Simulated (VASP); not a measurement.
CoCl3: single point with PBE+U

CoCl3:

```
Co Cl
1.0
     4.71442    0.00000    0.00000
     0.00000    4.71442    0.00000
     0.00000    0.00000    4.71442
Co Cl
1 3
Direct
  0.00000 0.00000 0.00000
  0.50000 0.00000 0.00000
  0.00000 0.00000 0.50000
  0.00000 0.50000 0.00000
```

- Program: VASP 6.6.1
- Task: single point
- Functional: PBE
- Potentials or basis: VASP PAW PBE potentials, release 64 (Co, Cl)
- Cutoff: 520 eV
- k mesh: 6 × 6 × 6
- Occupations: gaussian, width 0.05 eV
- Spin: collinear spin, ferromagnetic start
- Starting moments: [2.62, 0.01, 0.01, 0.01] μB
- Hubbard terms: Co d U = 3.3 eV

```
Pressure                                              : -0.3 GPa
Net moment                                            : 2.75 μB per cell
Site moments                                          : Co +2.31; Cl +0.11 μB
Valence electrons inside the program's atomic spheres : Co 7.79; Cl 5.07
```

Levels at points of the mesh, in eV from the Fermi level:
Spin up:
```tsv
k point	band 12	band 13	band 14	band 15	band 16	band 17	band 18	band 19	band 20	band 21
(0.00, 0.00, 0.00)	-1.04	-1.04	-1.04	-0.72	-0.72	-0.72	3.89	6.60	9.71	9.71
(0.50, 0.00, 0.00)	-1.48	-1.24	-1.01	-1.01	-0.84	-0.84	6.87	8.63	8.71	10.30
(0.50, 0.50, 0.00)	-1.60	-1.60	-0.99	-0.99	-0.15	0.77	8.81	8.81	9.16	9.24
(0.50, 0.50, 0.50)	-1.72	-0.14	-0.14	-0.14	0.78	0.78	7.32	7.70	7.70	7.70
```
Spin down:
```csv
k point,band 9,band 10,band 11,band 12,band 13,band 14,band 15,band 16,band 17,band 18
"(0.00, 0.00, 0.00)",-0.99,-0.81,-0.81,-0.81,-0.57,-0.57,-0.57,1.71,1.71,4.47
"(0.50, 0.00, 0.00)",-1.76,-1.02,-0.99,-0.66,-0.66,0.13,0.13,1.72,2.33,7.74
"(0.50, 0.50, 0.00)",-2.09,-1.38,-1.38,0.03,0.10,0.14,0.14,1.93,3.97,9.07
"(0.50, 0.50, 0.50)",-2.83,0.05,0.05,0.05,0.11,0.11,0.11,3.98,3.98,7.40
```

Eigenvalues of the final occupation matrices:
```tsv
site	spin	trace	eigenvalues
site 1 d	1	4.70	0.90 0.90 0.96 0.96 0.96
site 1 d	2	2.44	0.16 0.16 0.70 0.70 0.70
```

It took 34 min on 1 thread of Oxide Virtual Turin-like Processor, on a shared host, peak memory 0.26 GiB.

Caveat: a cell with one magnetic atom can't hold antiferromagnetic order, which such compounds often take. The state reached can hang on the start; a lower one may exist.
